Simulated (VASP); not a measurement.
# Ti (P6_3/mmc) in VASP: further runs, part 2 of 2

VASP 6.6.1. Earlier steps stand in the parts before.

### 6 Single point, PBEsol

This run uses another cell than the first one, of 13.90 Å³/atom, 0.788 times its volume.

File INCAR:

```
SYSTEM = Ti
  PREC = Accurate
  ENCUT = 520
  EDIFF = 1E-7
  ISMEAR = -1
  SIGMA = 0.05
  LREAL = .False.
  LASPH = .True.
  NELM = 80
  ALGO = Normal
  ISIF = 2
  LWAVE = .False.
  LCHARG = .False.
  GGA = PS
  NBANDS = 19
```

File KPOINTS:

```
regular mesh
0
Gamma
  10 10 6
  0 0 0
```

File POSCAR:

```
Ti
1.0
    2.7215298212      0.0000000000      0.0000000000
   -1.3607649106      2.3569139624      0.0000000000
    0.0000000000      0.0000000000      4.3331724767
Ti
2
Direct
    0.6666666667      0.3333333333      0.7500000000
    0.3333333333      0.6666666667      0.2500000000
```

Potentials or basis: VASP PAW PBE potentials, release 64 (Ti_sv).

Started as:

```
$ cat potpaw_PBE.64/Ti_sv/POTCAR > POTCAR
$ mpirun -np 1 vasp_std > vasp.out
```

OUTCAR:

```text
SYSTEM = Ti
   PREC = Accurate
   ENCUT = 520
   EDIFF = 1E-7
   ISMEAR = -1
   LREAL = .False.
   LASPH = .True.
   NELM = 80
   ISIF = 2
   GGA = PS

 ion  position               nearest neighbor table
   1  0.667  0.333  0.750-   2 2.68   2 2.68   2 2.68   2 2.68   2 2.68   2 2.68
   2  0.333  0.667  0.250-   1 2.68   1 2.68   1 2.68   1 2.68   1 2.68   1 2.68

  LATTYP: Found a hexagonal cell.
 ALAT       =     2.7215298212
 C/A-ratio  =     1.5921826184

  Lattice vectors:

 A1 = (   2.7215298212,   0.0000000000,   0.0000000000)
 A2 = (  -1.3607649106,   2.3569139624,   0.0000000000)
 A3 = (   0.0000000000,   0.0000000000,   4.3331724767)

Analysis of symmetry for initial positions (statically):
=====================================================================
 Subroutine PRICEL returns:
 Original cell was already a primitive cell.

 Routine SETGRP: Setting up the symmetry group for a
 hexagonal supercell.

 Subroutine GETGRP returns: Found 24 space group operations
 (whereof 12 operations were pure point group operations)
 out of a pool of 24 trial point group operations.

The static configuration has the point symmetry D_3d.
 The point group associated with its full space group is D_6h.

Analysis of symmetry for dynamics (positions and initial velocities):
=====================================================================
 Subroutine PRICEL returns:
 Original cell was already a primitive cell.

 Routine SETGRP: Setting up the symmetry group for a
 hexagonal supercell.

 Subroutine GETGRP returns: Found 24 space group operations
 (whereof 12 operations were pure point group operations)
 out of a pool of 24 trial point group operations.

The dynamic configuration has the point symmetry D_3d.
[... 106 lines left out ...]
   ISIF   =      2    stress and relaxation
   ISYM   =      2    0-nonsym 1-usesym 2-fastsym
   POTIM  = 0.5000    time-step for ionic-motion
   TEBEG  =    0.0;   TEEND  =   0.0 temperature during run
   PSTRESS=    0.0 pullay stress
   NELECT =      24.0000    total number of electrons
   NUPDOWN=      -1.0000    fix difference up-down
   EMIN   =  10.00;   EMAX   =-10.00  energy-range for DOS
   EFERMI =   0.00;   METHOD = LEGACY
   ISMEAR =    -1;   SIGMA  =   0.05  broadening in eV -4-tet -1-fermi 0-gaus
   EFERMI_NEDOS =   21; number of points for ismear=-14 and -15
   IALGO  =     38    algorithm
   IMIX   =      4    mixing-type and parameters
     AMIX     =   0.40;   BMIX     =  1.00
     AMIX_MAG =   1.60;   BMIX_MAG =  1.00
  volume/ion in A,a.u.               =      13.90        93.78
  Fermi-wavevector in a.u.,A,eV,Ry     =   1.558922  2.945935 33.065381  2.430237
  Thomas-Fermi vector in A             =   2.662356
   LORBIT       =      0    0 simple, 1 ext, 2 COOP (PROOUT), +10 PAW based schemes
   GGA     = PS    functional components
   LHFCALC =     F    Hartree Fock is set to
   AEXX    =    0.0000 exact exchange contribution
   IVDW    =     0    specifies the selected vdW correction
   LEPSILON=     F    determine dielectric tensor
   LRPA    =     F    only Hartree local field effects (RPA)
 non-spin polarized calculation
  energy-cutoff  :      520.00
  volume of cell :       27.79
 maximum number of plane-waves:       768
   NGX = 11   NGY = 11   NGZ = 17

 number of electron      24.0000008 magnetization

 Free energy of the ion-electron system (eV)
  ---------------------------------------------------
  ext. energy  EPLUGINS =         0.00000000
  ---------------------------------------------------
  free energy    TOTEN  =       -16.23787201 eV

  energy without entropy =      -16.22423714  energy(sigma->0) =      -16.23105458

 E-fermi :  10.7737     XC(G=0): -12.7447

 val. band max:       10.7602438120   @ k =   0.2000   0.2000   0.5000
 cond. band min:      10.8359048505   @ k =   0.0000   0.0000   0.5000
 fundamental gap:      0.0756610385
 Fermi energy:        10.7737154368

 k-point     1 :       0.0000    0.0000    0.0000
  band No.  band energies     occupation
      1     -45.5446      2.00000
      2     -45.2169      2.00000
      3     -22.5554      2.00000
      4     -21.2909      2.00000
      5     -21.2909      2.00000
      6     -21.1317      2.00000
[... 505 lines left out ...]
      6     -21.5951      2.00000
[... 11 lines left out ...]
     18      15.2847      0.00000
     19      16.3192      0.00000

 [... further k-points ...]
[... 5 lines left out ...]
  --------------------------------------------------------------------------------------
  -------------------------------------------------------------------------------------
  Total        5.0673744      5.0673744      5.0762068     -0.0000000     -0.0000000      0.0000000
  in kB      292.0994727    292.0994727    292.6086021     -0.0000000     -0.0000000      0.0000000
  external PRESSURE =     292.2691825 kB  Pullay stress =       0.0000000 kB

 VOLUME and BASIS-vectors are now :
 -----------------------------------------------------------------------------
  energy-cutoff  :      520.00
  volume of cell :       27.79
      direct lattice vectors                 reciprocal lattice vectors
     2.721529821  0.000000000  0.000000000     0.367440398  0.212141813  0.000000000
    -1.360764911  2.356913962  0.000000000     0.000000000  0.424283625  0.000000000
     0.000000000  0.000000000  4.333172477     0.000000000  0.000000000  0.230777797

 POSITION                                       TOTAL-FORCE (eV/Angst)
 -----------------------------------------------------------------------------------
      1.36076      0.78564      3.24988         0.000000      0.000000      0.000000
     -0.00000      1.57128      1.08329        -0.000000     -0.000000      0.000000
 -----------------------------------------------------------------------------------
    total drift:                               -0.000000      0.000000     -0.000000

  FREE ENERGIE OF THE ION-ELECTRON SYSTEM (eV)
  ---------------------------------------------------
  free  energy   TOTEN  =       -16.2378720057 eV

  energy  without entropy=      -16.2242371444  energy(sigma->0) =      -16.23105458
```

stdout:

```text
POSCAR found type information on POSCAR Ti
 POSCAR found :  1 types and       2 ions
 scaLAPACK will be used
 -----------------------------------------------------------------------------
|                                                                             |
|                                                                             |
|     You enforced a specific xc type in the INCAR file but a different       |
|     I HOPE YOU KNOW WHAT YOU ARE DOING!                                     |
|                                                                             |
 -----------------------------------------------------------------------------

 LDA part: xc-table for (Slater+PW92), standard interpolation
 POSCAR, INCAR and KPOINTS ok, starting setup
 FFT: planning ... GRIDC
 FFT: planning ... GRID_SOFT
 FFT: planning ... GRID
 WAVECAR not read
 entering main loop
```

Wall time 35 s (1 thread of Intel Xeon Platinum 8259CL at 2.50GHz (Skylake/Cascade Lake), shared host); peak memory 0.15 GiB.

Results:

```yaml
Free_energy: -16.2379 eV
Pressure: 29.2 GPa
Band_gap_on_the_k_mesh: zero (band 12 reaches 11.64 eV, above the bottom of band 13 at 10.55 eV)
```

Caveat: the PAW data sets were made with another functional, which shifts forces and pressure a little.

### 7 Overview

| level | cell | smearing | gap on the mesh (eV) | pressure (GPa) |
| --- | --- | --- | --- | --- |
| PBE | a = 2.950, b = 2.950, c = 4.680 Å, angles 90.0, 90.0, 120.0°, 2 atoms | gaussian 0.022 eV | none | -1.8 |
| PBE | a = 2.950, b = 2.950, c = 4.680 Å, angles 90.0, 90.0, 120.0°, 2 atoms | gaussian 0.023 eV | none | -1.7 |
| PBE | a = 2.950, b = 2.950, c = 4.680 Å, angles 90.0, 90.0, 120.0°, 2 atoms | gaussian 0.024 eV | none | -1.7 |
| PBE | a = 2.950, b = 2.950, c = 4.680 Å, angles 90.0, 90.0, 120.0°, 2 atoms | gaussian 0.025 eV | none | -1.7 |
| PBEsol | a = 2.722, b = 2.722, c = 4.333 Å, angles 90.0, 90.0, 120.0°, 2 atoms | fermi-dirac 0.05 eV | none | 29.2 |

Alike in all rows: task single point; potentials or basis VASP PAW PBE potentials, release 64 (Ti_sv); no spin polarisation; k mesh 10 × 10 × 6; cutoff (eV) 520.

Every run on the cell as given and a fine mesh finds a metal.

Caveats: the PAW data sets were made with another functional, which shifts forces and pressure a little (some runs).

Total energies depend on the potentials used, so only differences within one code and one set of settings carry meaning.
